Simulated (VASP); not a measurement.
Runs of VASP 6.6.1 on Na. The structure is that of space group I4/mmm (No. 139), or close to it. The cells are those of the table. 

```tsv
cell	further INCAR settings	gap on the mesh (eV)	pressure (GPa)
a = 3.675 Å, angles 112.1, 112.1, 104.2°, 1 atom	ALGO = Fast; EDIFF = 1e-06; NBANDS = 10	none	-0.2
a = 3.670 Å, angles 110.8, 110.8, 106.8°, 1 atom	ALGO = Fast; EDIFF = 1e-07; NBANDS = 10	none	-0.3
a = 3.805 Å, angles 100.0, 100.0, 130.6°, 1 atom	ALGO = Fast; EDIFF = 1e-07; NBANDS = 10	none	(a)
a = 3.673 Å, angles 107.3, 107.3, 113.9°, 1 atom	ALGO = Fast; EDIFF = 1e-07; NBANDS = 10	none	-0.3
a = 3.727 Å, angles 117.3, 117.3, 94.8°, 1 atom	ALGO = Fast; EDIFF = 1e-07; NBANDS = 10	none	-0.3
```

Alike in all rows: task single point; level PBEsol; potentials or basis VASP PAW PBE potentials, release 64 (Na_pv); no spin polarisation; k mesh 18 × 18 × 18; cutoff (eV) 520; smearing gaussian 0.15 eV.

Task: Fill in the values left out.

Result: (a) 0.1.

Caveats: the PAW data sets were made with another functional, which shifts forces and pressure a little.

A gap of «none» marks levels without a gap at the run's occupations.
